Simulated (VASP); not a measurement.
Input of a VASP 6.6.1 run:

The input INCAR:

```
SYSTEM = Pd
PREC = Accurate
ENCUT = 500
EDIFF = 1E-7
ISMEAR = 0
SIGMA = 0.1
LREAL = .False.
LASPH = .True.
NELM = 120
ALGO = Normal
ISIF = 3
LWAVE = .False.
LCHARG = .False.
GGA = CA
IBRION = 2
NSW = 80
EDIFFG = -0.003
GGA_COMPAT = .False.
NELMIN = 4
```

Contents of KPOINTS:

```
regular mesh
0
Gamma
  12 12 12
  0 0 0
```

POSCAR

```
Pd
1.0
    0.0000000000      1.9500000000      1.9500000000
    1.9500000000      0.0000000000      1.9500000000
    1.9500000000      1.9500000000      0.0000000000
Pd
1
Direct
    0.0000000000      0.0000000000      0.0000000000
```

Potentials or basis: VASP PAW LDA potentials, release 64 (Pd).

Launch:

```bash
$ cat potpaw_LDA.64/Pd/POTCAR > POTCAR
$ mpirun -np 1 vasp_std > vasp.out
```

Task: What does it give for the relaxed volume?

Result: 14.14 Å³/atom.

Task: Predict the band gap on the k mesh.

Result: Zero (band 5 reaches 10.63 eV, above the bottom of band 6 at 8.93 eV).

Final structure:
```yaml
crystal:
  lattice:
    - [0.00000, 1.91949, 1.91949]
    - [1.91949, 0.00000, 1.91949]
    - [1.91949, 1.91949, 0.00000]
  atoms:
    - { symbol: Pd, position: [0.00000, 0.00000, 0.00000] }
```
